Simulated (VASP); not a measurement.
# KI (Fm-3m) in VASP: vibrations by perturbation theory with PBE

Aim: the vibrations by perturbation theory of KI with PBE.

All numbers are computed with VASP 6.6.1; they aren't measurements. Logs are shortened: lines on timing, memory, paths and dates and some standing lists are left out, and cuts for length are marked.

### 1 The cell of the first run

Symmetry: Fm-3m, No. 225, cubic system. The conventional cell has a = 7.066 Å, b = 7.066 Å, c = 7.066 Å, α = 90.00°, β = 90.00°, γ = 90.00°. K (site symmetry m-3m) has 6 I at 3.53 Å within 4.6 Å. I (site symmetry m-3m) has 6 K at 3.53 Å within 4.6 Å.

### 2 Vibrations by perturbation theory, PBE

INCAR

```
PREC = Accurate
ENCUT = 520
EDIFF = 1E-8
ISMEAR = 0
SIGMA = 0.01
LREAL = False
LASPH = True
NELM = 80
ALGO = Normal
ISIF = 2
LWAVE = False
LCHARG = True
GGA = PE
NBANDS = 15
IBRION = 8
NSW = 1
```

KPOINTS

```
Automatic mesh
0
Gamma
  2 2 2
```

POSCAR

```
KI
1.0
    0.0000000000      3.5327750000      3.5327750000
    3.5327750000      0.0000000000      3.5327750000
    3.5327750000      3.5327750000      0.0000000000
K I
1 1
Direct
    0.0000000000      0.0000000000      0.0000000000
    0.5000000000      0.5000000000      0.5000000000
```

Potentials or basis: VASP PAW PBE potentials, release 64 (K_sv, I).

Started as:

```bash
cat potpaw_PBE.64/K_sv/POTCAR potpaw_PBE.64/I/POTCAR > POTCAR
mpirun -np 1 vasp_std > vasp.out
```

OUTCAR:

```text
PREC = Accurate
   ENCUT = 520
   EDIFF = 1E-8
   ISMEAR = 0
   LREAL = False
   LASPH = True
   NELM = 80
   ISIF = 2
   GGA = PE
   IBRION = 8
   NSW = 1

 ion  position               nearest neighbor table
   1  0.000  0.000  0.000-   2 3.53   2 3.53   2 3.53   2 3.53   2 3.53   2 3.53
   2  0.500  0.500  0.500-   1 3.53   1 3.53   1 3.53   1 3.53   1 3.53   1 3.53

  LATTYP: Found a face centered cubic cell.
 ALAT       =     7.0655500000

  Lattice vectors:

 A1 = (   0.0000000000,   3.5327750000,   3.5327750000)
 A2 = (   3.5327750000,   0.0000000000,   3.5327750000)
 A3 = (   3.5327750000,   3.5327750000,   0.0000000000)

Analysis of symmetry for initial positions (statically):
=====================================================================
 Subroutine PRICEL returns:
 Original cell was already a primitive cell.

 Routine SETGRP: Setting up the symmetry group for a
 face centered cubic supercell.

 Subroutine GETGRP returns: Found 48 space group operations
 (whereof 48 operations were pure point group operations)
 out of a pool of 48 trial point group operations.

The static configuration has the point symmetry O_h .

Analysis of symmetry for dynamics (positions and initial velocities):
=====================================================================
 Subroutine PRICEL returns:
 Original cell was already a primitive cell.

 Routine SETGRP: Setting up the symmetry group for a
 face centered cubic supercell.

 Subroutine GETGRP returns: Found 48 space group operations
 (whereof 48 operations were pure point group operations)
 out of a pool of 48 trial point group operations.

The dynamic configuration has the point symmetry O_h .

 Subroutine INISYM returns: Found 48 space group operations
 (whereof 48 operations are pure point group operations),
 and found     1 'primitive' translations

----------------------------------------------------------------------------------------

                                     Primitive cell

  volume of cell :      88.1816

  direct lattice vectors                    reciprocal lattice vectors
     0.000000000  3.532775000  3.532775000    -0.141531799  0.141531799  0.141531799
     3.532775000  0.000000000  3.532775000     0.141531799 -0.141531799  0.141531799
     3.532775000  3.532775000  0.000000000     0.141531799  0.141531799 -0.141531799

  length of vectors
     4.996098318  4.996098318  4.996098318     0.245140266  0.245140266  0.245140266

  position of ions in fractional coordinates (direct lattice)
     0.000000000  0.000000000  0.000000000
     0.500000000  0.500000000  0.500000000

  ion indices of the primitive-cell ions
   primitive index   ion index
                 1           1
                 2           2

----------------------------------------------------------------------------------------

 KPOINTS: Automatic mesh

Automatic generation of k-mesh.
 Grid dimensions read from file:
 generate k-points for:    2    2    2

 Generating k-lattice:

  Cartesian coordinates                     Fractional coordinates (reciprocal lattice)
    -0.070765899  0.070765899  0.070765899     0.500000000  0.000000000  0.000000000
     0.070765899 -0.070765899  0.070765899     0.000000000  0.500000000  0.000000000
     0.070765899  0.070765899 -0.070765899     0.000000000  0.000000000  0.500000000

  Length of vectors
     0.122570133  0.122570133  0.122570133

[... 61 lines left out ...]
   LRPA    =     F    only Hartree local field effects (RPA)
 non-spin polarized calculation
 Gauss-broadening in eV      SIGMA  =   0.01
  energy-cutoff  :      520.00
  volume of cell :       88.18
 maximum number of plane-waves:      2421
 NGX is ok and might be reduce to    40
   NGX = 19   NGY = 19   NGZ = 19

--------------------------------------- Ionic step        1  -------------------------------------------

 number of electron      15.9999999 magnetization

 Free energy of the ion-electron system (eV)
  ---------------------------------------------------
  ext. energy  EPLUGINS =         0.00000000
  ---------------------------------------------------
  free energy    TOTEN  =        -5.40666715 eV

  energy without entropy =       -5.40666715  energy(sigma->0) =       -5.40666715

 E-fermi :  -0.2427     XC(G=0):  -7.1345

 val. band max:       -0.3268427634   @ k =   0.0000   0.0000   0.0000
 cond. band min:       3.6045408841   @ k =   0.0000   0.0000   0.0000
 fundamental gap:      3.9313836475
 Fermi energy:        -0.2427250480

 k-point     1 :       0.0000    0.0000    0.0000
  band No.  band energies     occupation
      1     -28.9520      2.00000
      2     -12.4380      2.00000
      3     -12.4380      2.00000
      4     -12.4380      2.00000
      5     -10.8041      2.00000
      6      -0.3268      2.00000
      7      -0.3268      2.00000
      8      -0.3268      2.00000
      9       3.6045      0.00000
     10       6.1079      0.00000
     11       6.1079      0.00000
     12       6.1079      0.00000
     13       6.8108      0.00000
     14       6.8108      0.00000
[... 25 lines left out ...]
      4     -12.4561      2.00000
      5     -10.6583      2.00000
      6      -1.3348      2.00000
      7      -0.6981      2.00000
      8      -0.6981      2.00000
      9       4.5641      0.00000
     10       5.3799      0.00000
     11       7.6841      0.00000
     12       8.3013      0.00000
     13       8.4829      0.00000
     14       9.1879      0.00000
     15       9.1879      0.00000

------------------------ aborting loop because EDIFF is reached ----------------------------------------

  FORCE on cell =-STRESS in cart. coord.  units (eV):
  Direction    XX          YY          ZZ          XY          YZ          ZX
  --------------------------------------------------------------------------------------
  -------------------------------------------------------------------------------------
  Total        0.6983052      0.6983052      0.6983052      0.0000000      0.0000000     -0.0000000
  in kB       12.6875555     12.6875555     12.6875555      0.0000000      0.0000000     -0.0000000
  external PRESSURE =      12.6875555 kB  Pullay stress =       0.0000000 kB

 VOLUME and BASIS-vectors are now :
 -----------------------------------------------------------------------------
  energy-cutoff  :      520.00
  volume of cell :       88.18
      direct lattice vectors                 reciprocal lattice vectors
     0.000000000  3.532775000  3.532775000    -0.141531799  0.141531799  0.141531799
     3.532775000  0.000000000  3.532775000     0.141531799 -0.141531799  0.141531799
     3.532775000  3.532775000  0.000000000     0.141531799  0.141531799 -0.141531799

 POSITION                                       TOTAL-FORCE (eV/Angst)
 -----------------------------------------------------------------------------------
      0.00000      0.00000      0.00000        -0.000000     -0.000000     -0.000000
      3.53277      3.53277      3.53277         0.000000      0.000000      0.000000
 -----------------------------------------------------------------------------------
    total drift:                                0.000000     -0.000000     -0.000000

  FREE ENERGIE OF THE ION-ELECTRON SYSTEM (eV)
  ---------------------------------------------------
  free  energy   TOTEN  =        -5.4066671474 eV

  energy  without entropy=       -5.4066671474  energy(sigma->0) =       -5.40666715

[... ionic steps 2 to 3 ...]

--------------------------------------- Ionic step        4  -------------------------------------------

------------------------ aborting loop because EDIFF is reached ----------------------------------------

[... ionic steps 5 to 6 ...]

--------------------------------------- Ionic step        7  -------------------------------------------

 Free energy of the ion-electron system (eV)
  ---------------------------------------------------
  ---------------------------------------------------
  free energy    TOTEN  =        -0.08722458 eV

  energy without entropy =       -0.08722458

------------------------ aborting loop because EDIFF is reached ----------------------------------------

 INTERNAL STRAIN TENSOR  FOR ION    2  DIRECTION 1   (eV/Angst):
 -----------------------------------------------------------------------------
     0.00004  0.00000 -0.00000
     0.00000 -0.00003 -0.00000
     0.00000 -0.00000 -0.00003

 INTERNAL STRAIN TENSOR FOR ION    2 for displacements in x,y,z  (eV/Angst):
          X           Y           Z          XY          YZ          ZX
  --------------------------------------------------------------------------------
  x     0.00000     0.00000     0.00000     0.00000     0.00000     0.00000
  y     0.00000     0.00000     0.00000     0.00000     0.00000     0.00000
  z     0.00000     0.00000     0.00000     0.00000     0.00000     0.00000

 SECOND DERIVATIVES (NOT SYMMETRIZED)
 ------------------------------------
               1X          1Y          1Z          2X          2Y          2Z
  1X    -0.966012    0.000000    0.000000    0.966012    0.000000    0.000000
  1Y     0.000000   -0.966012    0.000000    0.000000    0.966012    0.000000
  1Z     0.000000    0.000000   -0.966012    0.000000    0.000000    0.966012
  2X     0.963369    0.000000    0.000000   -0.963369    0.000000    0.000000
  2Y     0.000000    0.963369    0.000000    0.000000   -0.963369    0.000000
  2Z     0.000000    0.000000    0.963369    0.000000    0.000000   -0.963369

 Eigenvectors and eigenvalues of the dynamical matrix
 ----------------------------------------------------

   1 f  =    2.809596 THz    17.653212 2PiTHz   93.718031 cm-1    11.619550 meV
             X         Y         Z           dx          dy          dz
      0.000000  0.000000  0.000000     0.000000   -0.000000   -0.874623
      3.532775  3.532775  3.532775     0.000000   -0.000000    0.484804
[... 21 lines left out ...]
   6 f/i=    0.001632 THz     0.010253 2PiTHz    0.054430 cm-1     0.006749 meV
             X         Y         Z           dx          dy          dz
      0.000000  0.000000  0.000000    -0.302011   -0.369311    0.086214
      3.532775  3.532775  3.532775    -0.544852   -0.666266    0.155537

--------------------------------------------------------------------------------------------------------

 ELASTIC MODULI CONTR FROM IONIC RELAXATION (kBar)
 Direction    XX          YY          ZZ          XY          YZ          ZX
 --------------------------------------------------------------------------------
 XX           0.0000      0.0000      0.0000      0.0000      0.0000      0.0000
 YY           0.0000      0.0000      0.0000      0.0000      0.0000      0.0000
 ZZ           0.0000      0.0000      0.0000      0.0000      0.0000      0.0000
 XY           0.0000      0.0000      0.0000      0.0000      0.0000      0.0000
 YZ           0.0000      0.0000      0.0000      0.0000      0.0000      0.0000
 ZX           0.0000      0.0000      0.0000      0.0000      0.0000      0.0000
 --------------------------------------------------------------------------------
```

It took 55 s on 1 thread of Intel Xeon 6975P-C (Granite Rapids), shared host; peak memory 0.28 GiB.

Results:

```
Highest phonon frequency at Γ, LO-TO splitting left out : 94 cm⁻¹
```

Phonon frequencies in cm⁻¹ (negative: imaginary):
| q point | frequencies |
| --- | --- |
| (0.000, 0.000, 0.000) | 0 0 0 94 94 94 |

Caveat: the k points lie up to 0.77 Å⁻¹ apart; the cell wasn't relaxed at this level first, which shifts response properties; spin-orbit coupling is left out, which moves the levels of the heavy elements.
